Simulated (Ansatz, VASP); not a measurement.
V: VASP beside Ansatz

INCAR

```
SYSTEM = V
  PREC = Accurate
  ENCUT = 520
  EDIFF = 1E-6
  ISMEAR = -1
  SIGMA = 0.05
  LREAL = .False.
  LASPH = .True.
  NELM = 150
  ALGO = Normal
  ISIF = 2
  LWAVE = .False.
  LCHARG = .True.
  ISPIN = 2
  MAGMOM = 1
  LORBIT = 11
  LMAXMIX = 4
  GGA = RE
  LELF = .True.
  LVHAR = .True.
  NBANDS = 16
```

File KPOINTS:

```
regular mesh
0
Gamma
  24 24 24
  0 0 0
```

The input POSCAR:

```
V
1.0
   -1.4654043534      1.4654043534      1.4654043534
    1.4654043534     -1.4654043534      1.4654043534
    1.4654043534      1.4654043534     -1.4654043534
V
1
Direct
    0.0000000000      0.0000000000      0.0000000000
```

Input for Ansatz:

```yaml
crystal:
  lattice:
    - [-1.4654043543, 1.4654043543, 1.4654043543]
    - [1.4654043543, -1.4654043543, 1.4654043543]
    - [1.4654043543, 1.4654043543, -1.4654043543]
  atoms:
    - { symbol: V, position: [0.0, 0.0, 0.0], spin: 1.0 }
hamiltonian:
  xc: revpbe
  pseudopotentials:
    kind: paw
    azcp:
      V: "pseudopotentials/V.paw.azcp"
basis:
  ecutwfc: 420
  fft_grid_basis: typed
kpoints:
  mp_grid: { grid: [24, 24, 24], shift: [0, 0, 0] }
magnetization:
  spin_polarized: true
scf:
  occupations: { method: fermi_dirac, width: 0.05 }
output:
  stress: true
```

Alike in both runs: task single point; functional revPBE; k mesh 24 × 24 × 24; occupations fermi-dirac, width 0.05 eV; collinear spin.

```csv
,VASP,Ansatz
version,VASP 6.6.1,Ansatz 0.2.0
potentials or method,"VASP PAW PBE potentials, release 64 (V_sv), cutoff 520 eV","plane waves (420 eV) with PAW, scalar-relativistic"
valence electrons in the cell,13,13
```

|  | VASP | Ansatz | Ansatz less VASP |
| --- | --- | --- | --- |
| pressure (GPa) | 17.6 | 17.3 | -0.34 |
| net moment per atom (μB) | 0.00 | 0.00 | 0.000 |

VASP's potentials were made for PBE, not for revPBE. With one functional, cell and mesh, what is left measures potentials, basis and numerics. Ansatz's warnings: seeded moment not kept.
